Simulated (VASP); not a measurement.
# Al8N in VASP: further runs, part 2 of 2

VASP 6.6.1. The steps go on from the part before.

## 5. Single point, PBE

Contents of INCAR:

```
SYSTEM = Al8N
PREC = Accurate
ENCUT = 520
EDIFF = 1E-6
ISMEAR = 0
SIGMA = 0.1
LREAL = .FALSE.
LASPH = .TRUE.
NELM = 60
ALGO = Normal
ISIF = 2
LWAVE = .FALSE.
LCHARG = .FALSE.
LDIPOL = .TRUE.
IDIPOL = 3
DIPOL = 0.5 0.5 0.394
GGA = PE
NBANDS = 24
```

Contents of KPOINTS:

```
Automatic mesh
0
G
  9 9 1
  0 0 0
```

Contents of POSCAR:

```
Al8N
1.0
    2.8543223330      0.0000000000      0.0000000000
   -1.4271611665      2.4719156510      0.0000000000
    0.0000000000      0.0000000000     33.4760593533
Al N
8 1
Direct
    0.3333333333      0.6666666667      0.1194883770
    0.0000000000      0.0000000000      0.1895622803
    0.6666666667      0.3333333333      0.2596361837
    0.0000000000      0.0000000000      0.3297100869
    0.3333333333      0.6666666667      0.3992195594
    0.0000000000      0.0000000000      0.4696536480
    0.6666666667      0.3333333333      0.5400996810
    0.0000000000      0.0000000000      0.6116627748
    0.6666666667     -0.6666666667      0.6280924266
```

Potentials or basis: VASP PAW PBE potentials, release 64 (Al, N).

Command:

```console
$ cat potpaw_PBE.64/Al/POTCAR potpaw_PBE.64/N/POTCAR > POTCAR
$ mpirun -np 1 vasp_std > vasp.out
```

OUTCAR:

```text
SYSTEM = Al8N
   PREC = Accurate
   ENCUT = 520
   EDIFF = 1E-6
   ISMEAR = 0
   LREAL = .FALSE.
   LASPH = .TRUE.
   NELM = 60
   ISIF = 2
   GGA = PE

 ion  position               nearest neighbor table
   1  0.333  0.667  0.119-   2 2.87   2 2.87   2 2.87
   2  0.000  0.000  0.190-   1 2.87   1 2.87   1 2.87   3 2.87   3 2.87   3 2.87
   3  0.667  0.333  0.260-   4 2.87   4 2.87   4 2.87   2 2.87   2 2.87   2 2.87
   4  0.000  0.000  0.330-   5 2.85   5 2.85   5 2.85   3 2.87   3 2.87   3 2.87
   5  0.333  0.667  0.399-   4 2.85   4 2.85   4 2.85   6 2.88   6 2.88   6 2.88
   6  0.000  0.000  0.470-   5 2.88   5 2.88   5 2.88   7 2.88   7 2.88   7 2.88
   7  0.667  0.333  0.540-   6 2.88   6 2.88   6 2.88   8 2.91   8 2.91   8 2.91
   8  0.000  0.000  0.612-   9 1.74   9 1.74   9 1.74   7 2.91   7 2.91   7 2.91
   9  0.667  0.333  0.628-   8 1.74   8 1.74   8 1.74

  LATTYP: Found a hexagonal cell.
 ALAT       =     2.8543223330
 C/A-ratio  =    11.7281986573

  Lattice vectors:

 A1 = (   2.8543223330,   0.0000000000,   0.0000000000)
[... 194 lines left out ...]
      3      -8.4503      2.00000
      4      -7.9094      2.00000
      5      -7.1044      2.00000
      6      -6.1402      2.00000
[... 313 lines left out ...]
     23       4.1318      0.00000
     24       4.3402      0.00000

------------------------ aborting loop because EDIFF is reached ----------------------------------------

 vacuum level on the upper side and lower side of the slab       (xc-potential included)         1.155        -1.301

  FORCE on cell =-STRESS in cart. coord.  units (eV):
  Direction    XX          YY          ZZ          XY          YZ          ZX
  --------------------------------------------------------------------------------------
  -------------------------------------------------------------------------------------
  Total        7.2612543      7.2612543      0.2768728      0.0000000      0.0000000     -0.0000000
  in kB       49.2551038     49.2551038      1.8781051      0.0000000      0.0000000     -0.0000000
  external PRESSURE =      33.4627709 kB  Pullay stress =       0.0000000 kB

 VOLUME and BASIS-vectors are now :
 -----------------------------------------------------------------------------
  energy-cutoff  :      520.00
  volume of cell :      236.20
      direct lattice vectors                 reciprocal lattice vectors
     2.854322333  0.000000000  0.000000000     0.350345856  0.202272274  0.000000000
    -1.427161166  2.471915651  0.000000000     0.000000000  0.404544548  0.000000000
     0.000000000  0.000000000 33.476059353     0.000000000  0.000000000  0.029872094

 POSITION                                       TOTAL-FORCE (eV/Angst)
 -----------------------------------------------------------------------------------
     -0.00000      1.64794      4.00000         0.000000     -0.000000     -0.028766
      0.00000      0.00000      6.34580        -0.000000     -0.000000      0.024944
      1.42716      0.82397      8.69160         0.000000     -0.000000     -0.075437
      0.00000      0.00000     11.03739        -0.000000     -0.000000     -0.057374
     -0.00000      1.64794     13.36430        -0.000000      0.000000      0.235810
      0.00000      0.00000     15.72215        -0.000000     -0.000000     -0.171401
      1.42716      0.82397     18.08041        -0.000000     -0.000000     -0.130512
      0.00000      0.00000     20.47606         0.000000     -0.000000      1.499997
      1.42716      0.82397     21.02606         0.000000      0.000000     -1.297262
 -----------------------------------------------------------------------------------
    total drift:                               -0.000000     -0.000000     -0.000279

  FREE ENERGIE OF THE ION-ELECTRON SYSTEM (eV)
  ---------------------------------------------------
  free  energy   TOTEN  =       -38.1426782747 eV

  energy  without entropy=      -38.1194517707  energy(sigma->0) =      -38.13106502

 vacuum level on the upper side and lower side of the slab         8.704         6.158
```

stdout:

```text
POSCAR found type information on POSCAR AlN
 POSCAR found :  2 types and       9 ions
 scaLAPACK will be used
 LDA part: xc-table for (Slater+PW92), standard interpolation
 POSCAR, INCAR and KPOINTS ok, starting setup
 FFT: planning ... GRIDC
 FFT: planning ... GRID_SOFT
 FFT: planning ... GRID
 WAVECAR not read
 entering main loop
```

It took 5.4 min on 1 thread of Intel Xeon Platinum 8488C (Sapphire Rapids), shared host; peak memory 0.37 GiB.

Results:

```yaml
Free_energy: -38.1427 eV
Largest_force: 1.500 eV/Å
```

Forces on the atoms (eV/Å):
```
Al   0.000  0.000 -0.029
Al   0.000  0.000  0.025
Al   0.000  0.000 -0.075
Al   0.000  0.000 -0.057
Al   0.000  0.000  0.236
Al   0.000  0.000 -0.171
Al   0.000  0.000 -0.131
Al   0.000  0.000  1.500
N    0.000  0.000 -1.297
```

## 6. Single point, PBE

Contents of INCAR:

```
SYSTEM = Al8N
ALGO = Normal
DIPOL = 0.5 0.5 0.397
EDIFF = 1E-6
ENCUT = 520
GGA = PE
IDIPOL = 3
ISIF = 2
ISMEAR = 0
LASPH = .TRUE.
LCHARG = .TRUE.
LDIPOL = .TRUE.
LELF = .TRUE.
LREAL = .FALSE.
LVACPOTAV = .TRUE.
LVHAR = .TRUE.
LWAVE = .FALSE.
NBANDS = 24
NELM = 100
PREC = Accurate
SIGMA = 0.1
```

Contents of KPOINTS:

```
k-points
0
G
  9 9 1
  0 0 0
```

POSCAR: that of step 5 with these lines changed.

```diff
@@ -16,2 +16,2 @@
     0.0000000000      0.0000000000      0.6116627748
-    0.6666666667     -0.6666666667      0.6280924266
+    0.6666666667     -0.6666666667      0.6507952183
```

Potentials or basis: VASP PAW PBE potentials, release 64 (Al, N).

Command:

```console
$ cat potpaw_PBE.64/Al/POTCAR potpaw_PBE.64/N/POTCAR > POTCAR
$ mpirun -np 1 vasp_std > vasp.out
```

Wall time 5.4 min (1 thread of Intel Xeon Platinum 8488C (Sapphire Rapids), shared host); peak memory 0.36 GiB.

The run converged. Its results:

```yaml
Free_energy: -35.8163 eV
Largest_force: 3.859 eV/Å
```

Forces in eV/Å, atoms in the order of the input:
```
Al   0.000  0.000 -0.059
Al   0.000  0.000  0.048
Al   0.000  0.000 -0.011
Al   0.000  0.000 -0.052
Al   0.000  0.000  0.160
Al   0.000  0.000 -0.086
Al   0.000  0.000  0.044
Al   0.000  0.000  3.814
N    0.000  0.000 -3.859
```

Levels at points of the mesh, in eV from the Fermi level:
| k point | band 10 | band 11 | band 12 | band 13 | band 14 | band 15 | band 16 | band 17 |
| --- | --- | --- | --- | --- | --- | --- | --- | --- |
| (0.00, 0.00, 0.00) | -3.53 | -2.09 | -0.61 | 0.94 | 0.94 | 1.01 | 2.63 | 3.80 |
